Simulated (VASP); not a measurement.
W: single point with LDA

The system is W.

```
W
1.0
     0.00000    2.04678    2.04678
     2.04678    0.00000    2.04678
     2.04678    2.04678    0.00000
W
1
Direct
  0.00000 0.00000 0.00000
```

This cell differs from its parent crystal: volume scaled by 1.025.

```yaml
Program: VASP 6.6.1
Task: single point
Functional: LDA
Potentials_or_basis: VASP PAW LDA potentials, release 64 (W_sv)
Cutoff: 520 eV
k_mesh: 14 × 14 × 14
Occupations: fermi-dirac, width 0.05 eV
Spin: no spin polarisation
Dipole_correction: no
Further_INCAR_settings: ALGO = Normal; EDIFF = 1e-06; NBANDS = 13
```

The pressure is -22.1 GPa. The band gap on the k mesh is zero (band 7 reaches 12.71 eV, above the bottom of band 8 at 9.22 eV).

Levels at points of the mesh, in eV from the Fermi level:
```csv
k point,band 5,band 6,band 7,band 8,band 9,band 10
"(0.00, 0.00, 0.00)",-8.65,-0.51,-0.51,-0.51,2.38,2.38
"(0.50, 0.00, 0.00)",-5.32,-0.73,-0.73,0.69,4.73,4.73
"(0.50, 0.50, 0.00)",-5.16,-4.22,2.98,4.67,5.42,5.42
```

It took 14 s on 1 thread of Intel(R) Xeon(R) Platinum 8488C (Sapphire Rapids) (shared host), peak memory 0.15 GiB.

Caveat: spin-orbit coupling is left out, which moves the levels of the heavy elements.
